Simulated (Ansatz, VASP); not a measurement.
# One calculation of PRu3, two programs

```
P Ru
1.0
     3.77216    0.00000    0.00000
     0.00000    3.77216    0.00000
     0.00000    0.00000    3.77216
P Ru
1 3
Direct
  0.00000 0.00000 0.00000
  0.00000 0.50000 0.50000
  0.50000 0.00000 0.50000
  0.50000 0.50000 0.00000
```

Alike in both runs: functional PBE; k mesh 12 × 12 × 12; occupations gaussian, width 0.1 eV; no spin polarisation.

Ansatz relaxed the structure, and its values are those at the end. VASP's run is a single point on that final structure, the one shown.

```csv
,VASP,Ansatz
version,VASP 6.6.1,Ansatz 0.2.0
potentials or method,"VASP PAW PBE potentials, release 64 (P, Ru_pv), cutoff 520 eV","scalar-relativistic, plane waves, PAW"
valence electrons in the cell,47,53
```

```csv
,VASP,Ansatz,Ansatz less VASP
gap on the k mesh at the Fermi level (eV),none,none,-
pressure (GPa),-0.1,0.0,+0.05
```

A gap of «none» marks a metal or a gap that the smearing closes. VASP's potentials hold 47 valence electrons a cell and Ansatz's 53, so a difference there can come from the potentials and not from the codes.
